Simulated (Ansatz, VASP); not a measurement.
# PtS2 in VASP and in Ansatz

File INCAR:

```
SYSTEM = PtS2
ALGO = Normal ; EDIFF = 1E-6
ENCUT = 500 ; GGA = PE
GGA_COMPAT = .False. ; ISIF = 2
ISMEAR = 0 ; LASPH = .True.
LCHARG = .True. ; LELF = .True.
LREAL = .False. ; LVHAR = .True.
LWAVE = .False. ; NBANDS = 18
NELM = 120 ; PREC = Accurate
SIGMA = 0.01
```

KPOINTS

```
k-points
0
Gamma
  6 6 4
  0 0 0
```

File POSCAR:

```
PtS2
1.0
    3.5526240935      0.0000000000      0.0000000000
   -1.7763120467      3.0766627150      0.0000000000
    0.0000000000      0.0000000000      5.1228306381
Pt S
1 2
Direct
    0.0000000000      0.0000000000      0.0000000000
    0.3333333333      0.6666666667      0.2392542164
    0.6666666667      0.3333333333      0.7607457836
```

Input for Ansatz:

```yaml
crystal:
  lattice:
    - [3.5526240935, 0.0, 0.0]
    - [-1.7763120467, 3.076662715, 0.0]
    - [0.0, 0.0, 5.1228306381]
  atoms:
    - { symbol: Pt, position: [0.0, 0.0, 0.0] }
    - { symbol: S, position: [0.3333333333, 0.6666666667, 0.2392542164] }
    - { symbol: S, position: [0.6666666667, 0.3333333333, 0.7607457836] }
kpoints:
  mp_grid: { grid: [6, 6, 4] }
hamiltonian:
  xc: pbe
scf:
  occupations: { method: fixed }
output:
  optics:
    e_range: [0, 12]
    de: 0.05
    sigma: 0.1
    bands: { spectra_wanted_up_to: 12 }
```

Alike in both runs: task single point; functional PBE; k mesh 6 × 6 × 4; no spin polarisation.

|  | VASP | Ansatz |
| --- | --- | --- |
| version | VASP 6.6.1 | Ansatz 0.2.0 |
| potentials or method | VASP PAW PBE potentials, release 64 (Pt, S) | plane waves, PAW |
| plane-wave cutoff (eV) | 500 | 420 |
| occupations | gaussian, width 0.01 eV | fixed |
| valence electrons in the cell | 22 | 30 |

VASP gave:

```
gap on the k mesh at the Fermi level (eV) : 0.85
```

**Question.** Which values does Ansatz return?

**Answer.** gap on the k mesh at the Fermi level (eV): 0.84.

VASP's potentials hold 22 valence electrons a cell and Ansatz's 30, so a difference there can come from the potentials and not from the codes.

Neither program's run includes spin-orbit coupling.
